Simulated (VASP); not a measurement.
# Ga3Sb3H8 in VASP: single point with PBE

Aim: the single point of Ga3Sb3H8 with PBE.

Program: VASP 6.6.1. These are calculated values, not measurements. Logs are shortened: lines on timing, memory, paths and dates and some standing lists are left out, and cuts for length are marked.

### 1 The cell of the first run

The cell holds a wire with vacuum, 14 atoms: a = 16.200 Å, b = 15.900 Å, c = 4.485 Å, α = 90.00°, β = 90.00°, γ = 90.00°.

### 2 Single point, PBE

INCAR reads:

```
PREC = Accurate ; ENCUT = 520
EDIFF = 1E-7 ; ISMEAR = 0
SIGMA = 0.05 ; LREAL = F
LASPH = T ; NELM = 80
ALGO = Normal ; ISIF = 2
LWAVE = F ; LCHARG = T
GGA = PE ; LELF = T
LVHAR = T ; NBANDS = 44
```

KPOINTS reads:

```
regular mesh
0
Gamma
  1 1 12
```

POSCAR reads:

```
Ga3Sb3H8
1.0
   16.2000000000      0.0000000000      0.0000000000
    0.0000000000     15.9000000000      0.0000000000
    0.0000000000      0.0000000000      4.4847077918
Ga Sb H
3 3 8
Direct
    0.5000000000      0.5260441537      0.0000000000
    0.3307147748      0.3501774796      0.5000000000
    0.6692852252      0.3501774796      0.5000000000
    0.5000000000      0.6217876214      0.5000000000
    0.6401332354      0.4414108553      0.0000000000
    0.3598667646      0.4414108553      0.0000000000
    0.4211156763      0.6934357087      0.5000000000
    0.5788843237      0.6934357087      0.5000000000
    0.3987164780      0.2806762019      0.5000000000
    0.2355027009      0.3346254817      0.5000000000
    0.7070139035      0.5250272841      0.0000000000
    0.6012835220      0.2806762019      0.5000000000
    0.7644972991      0.3346254817      0.5000000000
    0.2929860965      0.5250272841      0.0000000000
```

Potentials or basis: VASP PAW PBE potentials, release 64 (Ga_d, Sb, H).

The run is started by

```sh
cat potpaw_PBE.64/Ga_d/POTCAR potpaw_PBE.64/Sb/POTCAR potpaw_PBE.64/H/POTCAR > POTCAR
mpirun -np 1 vasp_std > vasp.out
```

OUTCAR:

```text
PREC = Accurate
   ENCUT = 520
   EDIFF = 1E-7
   ISMEAR = 0
   LREAL = F
   LASPH = T
   NELM = 80
   ISIF = 2
   GGA = PE

 ion  position               nearest neighbor table
   1  0.500  0.526  0.000-   5 2.64   6 2.64   4 2.71   4 2.71
   2  0.331  0.350  0.500-   9 1.56  10 1.56   6 2.71   6 2.71
   3  0.669  0.350  0.500-  12 1.56  13 1.56   5 2.71   5 2.71
   4  0.500  0.622  0.500-   7 1.71   8 1.71   1 2.71   1 2.71
   5  0.640  0.441  0.000-  11 1.72   1 2.64   3 2.71   3 2.71
   6  0.360  0.441  0.000-  14 1.72   1 2.64   2 2.71   2 2.71
   7  0.421  0.693  0.500-   4 1.71
   8  0.579  0.693  0.500-   4 1.71
   9  0.399  0.281  0.500-   2 1.56
  10  0.236  0.335  0.500-   2 1.56
  11  0.707  0.525  0.000-   5 1.72
  12  0.601  0.281  0.500-   3 1.56
  13  0.764  0.335  0.500-   3 1.56
  14  0.293  0.525  0.000-   6 1.72

  LATTYP: Found a simple orthorhombic cell.
 ALAT       =     4.4847077918
 B/A-ratio  =     3.5453814915
 C/A-ratio  =     3.6122754819

  Lattice vectors:

 A1 = (   0.0000000000,   0.0000000000,  -4.4847077918)
 A2 = (   0.0000000000,  15.9000000000,   0.0000000000)
 A3 = (  16.2000000000,   0.0000000000,   0.0000000000)

Analysis of symmetry for initial positions (statically):
=====================================================================
 Subroutine PRICEL returns:
 Original cell was already a primitive cell.

 Routine SETGRP: Setting up the symmetry group for a
 simple orthorhombic supercell.

 Subroutine GETGRP returns: Found  4 space group operations
 (whereof  4 operations were pure point group operations)
 out of a pool of  8 trial point group operations.

The static configuration has the point symmetry C_2v.

Analysis of symmetry for dynamics (positions and initial velocities):
=====================================================================
 Subroutine PRICEL returns:
 Original cell was already a primitive cell.

 Routine SETGRP: Setting up the symmetry group for a
 simple orthorhombic supercell.

 Subroutine GETGRP returns: Found  4 space group operations
 (whereof  4 operations were pure point group operations)
 out of a pool of  8 trial point group operations.

The dynamic configuration has the point symmetry C_2v.

 Subroutine INISYM returns: Found  4 space group operations
 (whereof  4 operations are pure point group operations),
 and found     1 'primitive' translations

----------------------------------------------------------------------------------------

                                     Primitive cell

  volume of cell :    1155.1710

  direct lattice vectors                    reciprocal lattice vectors
    16.200000000  0.000000000  0.000000000     0.061728395  0.000000000  0.000000000
     0.000000000 15.900000000  0.000000000     0.000000000  0.062893082  0.000000000
     0.000000000  0.000000000  4.484707792     0.000000000  0.000000000  0.222979968

  length of vectors
    16.200000000 15.900000000  4.484707792     0.061728395  0.062893082  0.222979968

  position of ions in fractional coordinates (direct lattice)
     0.500000000  0.526044154  0.000000000
     0.330714775  0.350177480  0.500000000
     0.669285225  0.350177480  0.500000000
     0.500000000  0.621787621  0.500000000
     0.640133235  0.441410855  0.000000000
     0.359866765  0.441410855  0.000000000
     0.421115676  0.693435709  0.500000000
     0.578884324  0.693435709  0.500000000
     0.398716478  0.280676202  0.500000000
     0.235502701  0.334625482  0.500000000
     0.707013903  0.525027284  0.000000000
     0.601283522  0.280676202  0.500000000
     0.764497299  0.334625482  0.500000000
     0.292986097  0.525027284  0.000000000

  ion indices of the primitive-cell ions
   primitive index   ion index
                 1           1
                 2           2
                 3           3
                 4           4
                 5           5
                 6           6
                 7           7
                 8           8
                 9           9
                10          10
                11          11
                12          12
                13          13
                14          14

----------------------------------------------------------------------------------------

 KPOINTS: regular mesh

Automatic generation of k-mesh.
 Grid dimensions read from file:
 generate k-points for:    1    1   12

 Generating k-lattice:

  Cartesian coordinates                     Fractional coordinates (reciprocal lattice)
     0.061728395  0.000000000  0.000000000     1.000000000  0.000000000  0.000000000
     0.000000000  0.062893082  0.000000000     0.000000000  1.000000000  0.000000000
     0.000000000  0.000000000  0.018581664     0.000000000  0.000000000  0.083333333

  Length of vectors
     0.061728395  0.062893082  0.018581664

  Shift w.r.t. Gamma in fractional coordinates (k-lattice)
     0.000000000  0.000000000  0.000000000

 Subroutine IBZKPT returns following result:
 ===========================================

 Found      7 irreducible k-points:

 Following reciprocal coordinates:
            Coordinates               Weight
  0.000000  0.000000  0.000000      1.000000
  0.000000  0.000000  0.083333      2.000000
  0.000000  0.000000  0.166667      2.000000
  0.000000  0.000000  0.250000      2.000000
  0.000000  0.000000  0.333333      2.000000
  0.000000  0.000000  0.416667      2.000000
  0.000000  0.000000  0.500000      1.000000
   k-points           NKPTS =      7   k-points in BZ     NKDIM =      7   number of bands    NBANDS=     44
   number of dos      NEDOS =    301   number of ions     NIONS =     14
   total plane-waves  NPLWV = 518400
   dimension x,y,z NGX =   120 NGY =  120 NGZ =   36
   dimension x,y,z NGXF=   240 NGYF=  240 NGZF=   72
   ions per type =               3   3   8
   NGX,Y,Z   is equivalent  to a cutoff of  12.31, 12.55, 13.35 a.u.
   NGXF,Y,Z  is equivalent  to a cutoff of  24.63, 25.09, 26.69 a.u.
 SYSTEM =  unknown system
   PREC   = accura    normal or accurate (medium, high low for compatibility)
   ISTART =      0    job   : 0-new  1-cont  2-samecut
   ICHARG =      2    charge: 1-file 2-atom 10-const
   ISPIN  =      1    spin polarized calculation?
   LNONCOLLINEAR =      F non collinear calculations
   LSORBIT =      F    spin-orbit coupling
   LASPH  =      T    aspherical Exc in radial PAW
   ENCUT  =  520.0 eV  38.22 Ry    6.18 a.u.  30.12 29.56  8.34*2*pi/ulx,y,z
   NELM   =     80;   NELMIN=  2; NELMDL= -5     # of ELM steps
   EDIFF  = 0.1E-06   stopping-criterion for ELM
   LREAL  =      F    real-space projection
   EDIFFG = 0.1E-05   stopping-criterion for IOM
   NSW    =      0    number of steps for IOM
   IBRION =     -1    ionic relax: 0-MD 1-quasi-New 2-CG
   NFREE  =      0    steps in history (QN), initial steepest desc. (CG)
   ISIF   =      2    stress and relaxation
   ISYM   =      2    0-nonsym 1-usesym 2-fastsym
   POTIM  = 0.5000    time-step for ionic-motion
   TEBEG  =    0.0;   TEEND  =   0.0 temperature during run
   PSTRESS=    0.0 pullay stress
   NELECT =      62.0000    total number of electrons
   NUPDOWN=      -1.0000    fix difference up-down
   EMIN   =  10.00;   EMAX   =-10.00  energy-range for DOS
   EFERMI =   0.00;   METHOD = LEGACY
   ISMEAR =     0;   SIGMA  =   0.05  broadening in eV -4-tet -1-fermi 0-gaus
   EFERMI_NEDOS =   21; number of points for ismear=-14 and -15
   IALGO  =     38    algorithm
   IMIX   =      4    mixing-type and parameters
     AMIX     =   0.40;   BMIX     =  1.00
     AMIX_MAG =   1.60;   BMIX_MAG =  1.00
  volume/ion in A,a.u.               =      82.51       556.82
  Fermi-wavevector in a.u.,A,eV,Ry     =   0.617528  1.166959  5.188456  0.381341
  Thomas-Fermi vector in A             =   1.675646
   LORBIT       =      0    0 simple, 1 ext, 2 COOP (PROOUT), +10 PAW based schemes
   GGA     = PE    functional components
   LHFCALC =     F    Hartree Fock is set to
   AEXX    =    0.0000 exact exchange contribution
   IVDW    =     0    specifies the selected vdW correction
   LEPSILON=     F    determine dielectric tensor
   LRPA    =     F    only Hartree local field effects (RPA)
 non-spin polarized calculation
 Gauss-broadening in eV      SIGMA  =   0.05
  energy-cutoff  :      520.00
  volume of cell :     1155.17
 maximum number of plane-waves:     31167
   NGX = 61   NGY = 59   NGZ = 17

 number of electron      61.9999990 magnetization

 Free energy of the ion-electron system (eV)
  ---------------------------------------------------
  ext. energy  EPLUGINS =         0.00000000
  ---------------------------------------------------
  free energy    TOTEN  =       -45.85098254 eV

  energy without entropy =      -45.85098254  energy(sigma->0) =      -45.85098254

 E-fermi :  -3.6258     XC(G=0):  -2.4472

 val. band max:       -3.8967792489   @ k =   0.0000   0.0000   0.0000
 cond. band min:      -2.1292532851   @ k =   0.0000   0.0000   0.0000
 fundamental gap:      1.7675259639
 Fermi energy:        -3.6257520100

 k-point     1 :       0.0000    0.0000    0.0000
  band No.  band energies     occupation
      1     -18.3565      2.00000
      2     -18.3415      2.00000
      3     -18.3004      2.00000
      4     -18.2801      2.00000
      5     -18.2771      2.00000
      6     -17.3965      2.00000
[... 35 lines left out ...]
     42       1.2626      0.00000
     43       1.4424      0.00000
[... 234 lines left out ...]
      2     -18.3358      2.00000
      3     -18.2994      2.00000
      4     -18.2836      2.00000
      5     -18.2763      2.00000
      6     -17.3767      2.00000
[... 35 lines left out ...]
     42       1.7972      0.00000
     43       2.0058      0.00000
 [bands above 43 left out]

------------------------ aborting loop because EDIFF is reached ----------------------------------------

  FORCE on cell =-STRESS in cart. coord.  units (eV):
  Direction    XX          YY          ZZ          XY          YZ          ZX
  --------------------------------------------------------------------------------------
  -------------------------------------------------------------------------------------
  Total        0.2145120      0.2267470     -0.0160991      0.0000000      0.0000000      0.0000000
  in kB        0.2975198      0.3144892     -0.0223289      0.0000000      0.0000000      0.0000000
  external PRESSURE =       0.1965601 kB  Pullay stress =       0.0000000 kB

 VOLUME and BASIS-vectors are now :
 -----------------------------------------------------------------------------
  energy-cutoff  :      520.00
  volume of cell :     1155.17
      direct lattice vectors                 reciprocal lattice vectors
    16.200000000  0.000000000  0.000000000     0.061728395  0.000000000  0.000000000
     0.000000000 15.900000000  0.000000000     0.000000000  0.062893082  0.000000000
     0.000000000  0.000000000  4.484707792     0.000000000  0.000000000  0.222979968

 POSITION                                       TOTAL-FORCE (eV/Angst)
 -----------------------------------------------------------------------------------
      8.10000      8.36410      0.00000        -0.000000      0.017990     -0.000000
      5.35758      5.56782      2.24235        -0.009528     -0.026713     -0.000000
     10.84242      5.56782      2.24235         0.009528     -0.026713     -0.000000
      8.10000      9.88642      2.24235        -0.000000     -0.136203     -0.000000
     10.37016      7.01843      0.00000        -0.049501     -0.081160     -0.000000
      5.82984      7.01843      0.00000         0.049501     -0.081160     -0.000000
      6.82207     11.02563      2.24235        -0.075871      0.067986     -0.000000
      9.37793     11.02563      2.24235         0.075871      0.067986     -0.000000
      6.45921      4.46275      2.24235        -0.019263      0.018662     -0.000000
      3.81514      5.32055      2.24235         0.021073      0.002053     -0.000000
     11.45363      8.34793      0.00000         0.059879      0.078278     -0.000000
      9.74079      4.46275      2.24235         0.019263      0.018662     -0.000000
     12.38486      5.32055      2.24235        -0.021073      0.002053      0.000000
      4.74637      8.34793      0.00000        -0.059879      0.078278     -0.000000
 -----------------------------------------------------------------------------------
    total drift:                                0.000000      0.001492      0.000006

  FREE ENERGIE OF THE ION-ELECTRON SYSTEM (eV)
  ---------------------------------------------------
  free  energy   TOTEN  =       -45.8509825430 eV

  energy  without entropy=      -45.8509825430  energy(sigma->0) =      -45.85098254
```

Run time: 22 min. Hardware: 1 thread of AMD EPYC 7R13 (Zen 3), shared host; peak memory 1.1 GiB.

What came out:

| Item | Value |
| --- | --- |
| Free energy | -45.8510 eV |
| Largest force | 0.136 eV/Å |
| Band gap on the k mesh | 1.77 eV, direct |

Forces in eV/Å, atoms in the order of the input:
```
Ga   0.000  0.018  0.000
Ga  -0.010 -0.027  0.000
Ga   0.010 -0.027  0.000
Sb   0.000 -0.136  0.000
Sb  -0.050 -0.081  0.000
Sb   0.050 -0.081  0.000
H   -0.076  0.068  0.000
H    0.076  0.068  0.000
H   -0.019  0.019  0.000
H    0.021  0.002  0.000
H    0.060  0.078  0.000
H    0.019  0.019  0.000
H   -0.021  0.002  0.000
H   -0.060  0.078  0.000
```

Levels at points of the mesh, in eV from the valence-band top:
```
           k point  band 29  band 30  band 31  band 32  band 33  band 34
(0.00, 0.00, 0.00)    -0.79    -0.14     0.00     1.77     2.62     2.65
(0.00, 0.00, 0.50)    -1.41    -1.26    -1.23     2.65     3.03     3.21
```

Caveat: spin-orbit coupling is left out, which moves the levels of the heavy elements.
